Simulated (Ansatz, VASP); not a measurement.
# Two plane-wave programs on LiF

```xyz
2
Lattice="0.0000 2.0040 2.0040 2.0040 0.0000 2.0040 2.0040 2.0040 0.0000" Properties=species:S:1:pos:R:3 pbc="T T T"
Li    0.0000    0.0000    0.0000
F     2.0040    2.0040    2.0040
```

Alike in both runs: functional PBEsol; k mesh 20 × 20 × 20; occupations fermi-dirac, width 0.1 eV; no spin polarisation.

Ansatz relaxed the structure, and its values are those at the end. VASP's run is a single point on that final structure, the one shown.

|  | VASP | Ansatz |
| --- | --- | --- |
| version | VASP 6.6.1 | Ansatz 0.2.0 |
| potentials or method | VASP PAW PBE potentials, release 64 (Li_sv, F) | PAW with Ansatz's default frozen-core files, scalar-relativistic |
| plane-wave cutoff (eV) | 520 | 420 |
| valence electrons in the cell | 10 | 10 |

```tsv
	VASP	Ansatz	Ansatz less VASP
gap on the k mesh at the Fermi level (eV)	9.05	9.05	-0.006
```

VASP's potentials were made for PBE, not for PBEsol.

Noted on VASP's run: the cutoff is under 1.25 times that of the potentials, so the pressure is a little rough.
